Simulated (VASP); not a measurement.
# Al3Cu (Pm-3m) in VASP: notebook, part 2 of 2

VASP 6.6.1. The steps go on from the part before.

## (4) Single point, BLYP

Contents of INCAR:

```
SYSTEM = Al3Cu
PREC = Accurate
ENCUT = 520
EDIFF = 1E-7
ISMEAR = -1
SIGMA = 0.05
LREAL = .FALSE.
LASPH = .TRUE.
NELM = 60
ALGO = Normal
ISIF = 2
LWAVE = .FALSE.
LCHARG = .FALSE.
GGA = B5
ALDAX = 1.0
AGGAX = 1.0
AGGAC = 1.0
ALDAC = 0.0
NBANDS = 18
```

Contents of KPOINTS:

```
Automatic mesh
0
G
  7 7 7
  0 0 0
```

Contents of POSCAR:

```
Al3Cu
1.0
    3.9241510000      0.0000000000      0.0000000000
    0.0000000000      3.9241510000      0.0000000000
    0.0000000000      0.0000000000      3.9241510000
Al Cu
3 1
Direct
    0.0000000000      0.5000000000      0.5000000000
    0.5000000000      0.0000000000      0.5000000000
    0.5000000000      0.5000000000      0.0000000000
    0.0000000000      0.0000000000      0.0000000000
```

Potentials or basis: VASP PAW PBE potentials, release 64 (Al, Cu).

Run with:

```sh
cat potpaw_PBE.64/Al/POTCAR potpaw_PBE.64/Cu/POTCAR > POTCAR
mpirun -np 1 vasp_std > vasp.out
```

OUTCAR:

```text
SYSTEM = Al3Cu
   PREC = Accurate
   ENCUT = 520
   EDIFF = 1E-7
   ISMEAR = -1
   LREAL = .FALSE.
   LASPH = .TRUE.
   NELM = 60
   ISIF = 2
   GGA = B5

 ion  position               nearest neighbor table
   1  0.000  0.500  0.500-   2 2.77   3 2.77   4 2.77   3 2.77   4 2.77   2 2.77   4 2.77   4 2.77
                             2 2.77   3 2.77   3 2.77   2 2.77
   2  0.500  0.000  0.500-   1 2.77   3 2.77   4 2.77   3 2.77   4 2.77   1 2.77   3 2.77   3 2.77
                             1 2.77   4 2.77   4 2.77   1 2.77
[... 617 lines left out ...]
  Direction    XX          YY          ZZ          XY          YZ          ZX
  --------------------------------------------------------------------------------------
  -------------------------------------------------------------------------------------
  Total        1.5675413      1.5675413      1.5675413     -0.0000000     -0.0000000      0.0000000
  in kB       41.5616175     41.5616175     41.5616175     -0.0000000     -0.0000000      0.0000000
  external PRESSURE =      41.5616175 kB  Pullay stress =       0.0000000 kB

 VOLUME and BASIS-vectors are now :
 -----------------------------------------------------------------------------
  energy-cutoff  :      520.00
  volume of cell :       60.43
      direct lattice vectors                 reciprocal lattice vectors
     3.924151000  0.000000000  0.000000000     0.254832192  0.000000000  0.000000000
     0.000000000  3.924151000  0.000000000     0.000000000  0.254832192  0.000000000
     0.000000000  0.000000000  3.924151000     0.000000000  0.000000000  0.254832192

 POSITION                                       TOTAL-FORCE (eV/Angst)
 -----------------------------------------------------------------------------------
      0.00000      1.96208      1.96208         0.000000      0.000000      0.000000
      1.96208      0.00000      1.96208         0.000000      0.000000      0.000000
      1.96208      1.96208      0.00000         0.000000      0.000000      0.000000
      0.00000      0.00000      0.00000         0.000000      0.000000      0.000000
 -----------------------------------------------------------------------------------
    total drift:                                0.000000     -0.000000      0.000000

  FREE ENERGIE OF THE ION-ELECTRON SYSTEM (eV)
  ---------------------------------------------------
  free  energy   TOTEN  =       -11.2461275939 eV

  energy  without entropy=      -11.2377682804  energy(sigma->0) =      -11.24194794
```

OSZICAR:

```text
N       E                     dE             d eps       ncg     rms          rms(c)
DAV:   1     0.801000527197E+02    0.80100E+02   -0.83214E+03   728   0.116E+03
DAV:   2    -0.895375393853E+01   -0.89054E+02   -0.82126E+02   732   0.213E+02
DAV:   3    -0.132922467278E+02   -0.43385E+01   -0.42162E+01   976   0.540E+01
DAV:   4    -0.134011186408E+02   -0.10887E+00   -0.10846E+00  1016   0.680E+00
DAV:   5    -0.134036860690E+02   -0.25674E-02   -0.25673E-02  1012   0.103E+00    0.150E+01
DAV:   6    -0.172525746645E+02   -0.38489E+01   -0.64721E+01   794   0.226E+02    0.136E+01
DAV:   7    -0.116499841927E+02    0.56026E+01   -0.14622E+01   926   0.820E+01    0.415E+00
DAV:   8    -0.112447953744E+02    0.40519E+00   -0.12655E+00  1016   0.337E+01    0.785E-01
DAV:   9    -0.112503620210E+02   -0.55666E-02   -0.17103E-01  1128   0.761E+00    0.463E-01
DAV:  10    -0.112488665458E+02    0.14955E-02   -0.62737E-03  1124   0.947E-01    0.390E-01
DAV:  11    -0.112462009722E+02    0.26656E-02   -0.47070E-03   956   0.227E+00    0.108E-01
DAV:  12    -0.112461621843E+02    0.38788E-04   -0.15652E-03  1136   0.102E+00    0.436E-02
DAV:  13    -0.112461381587E+02    0.24026E-04   -0.11848E-04  1106   0.181E-01    0.244E-02
DAV:  14    -0.112461274097E+02    0.10749E-04   -0.32945E-05  1016   0.181E-01    0.196E-03
DAV:  15    -0.112461276252E+02   -0.21551E-06   -0.25884E-06  1094   0.164E-02    0.186E-03
DAV:  16    -0.112461275939E+02    0.31295E-07   -0.22868E-08   506   0.120E-03
   1 F= -.11246128E+02 E0= -.11241948E+02  d E =-.835931E-02
```

stdout:

```text
POSCAR found type information on POSCAR AlCu
 POSCAR found :  2 types and       4 ions
 scaLAPACK will be used
 -----------------------------------------------------------------------------
|                                                                             |
|                                                                             |
|     You enforced a specific xc type in the INCAR file but a different       |
|     I HOPE YOU KNOW WHAT YOU ARE DOING!                                     |
|                                                                             |
 -----------------------------------------------------------------------------

 LDA part: xc-table for (Slater(with rela. corr.)+VWN5), standard interpolation
 POSCAR, INCAR and KPOINTS ok, starting setup
 FFT: planning ... GRIDC
 FFT: planning ... GRID_SOFT
 FFT: planning ... GRID
 WAVECAR not read
 entering main loop
```

Run time: 20 s. Hardware: 1 thread of Intel Xeon 6975P-C (Granite Rapids), shared host; peak memory 0.17 GiB.

Results:

```
Free energy            : -11.2461 eV
Pressure               : 4.2 GPa
Band gap on the k mesh : zero (band 10 reaches 10.73 eV, above the bottom of band 11 at 6.91 eV)
```

Levels at points of the mesh, in eV from the Fermi level:
| k point | band 8 | band 9 | band 10 | band 11 | band 12 | band 13 |
| --- | --- | --- | --- | --- | --- | --- |
| (0.00, 0.00, 0.00) | -2.30 | -2.30 | -0.36 | 0.48 | 0.48 | 6.38 |

Caveat: the PAW data sets were made with another functional, which shifts forces and pressure a little.

## (5) Overview

```tsv
level	potentials or basis	gap on the mesh (eV)	pressure (GPa)
PBEsol	VASP PAW PBE potentials, release 64 (Al, Cu)	none	-2.3
LDA	VASP PAW LDA potentials, release 64 (Al, Cu)	none	-5.0
BLYP	VASP PAW PBE potentials, release 64 (Al, Cu)	none	4.2
```

Alike in all rows: task single point; no spin polarisation; cell as given; k mesh 7 × 7 × 7; cutoff (eV) 520; smearing fermi-dirac 0.05 eV.

Caveats: the PAW data sets were made with another functional, which shifts forces and pressure a little (some runs).

Absolute energies hang on the potentials; compare differences alone.
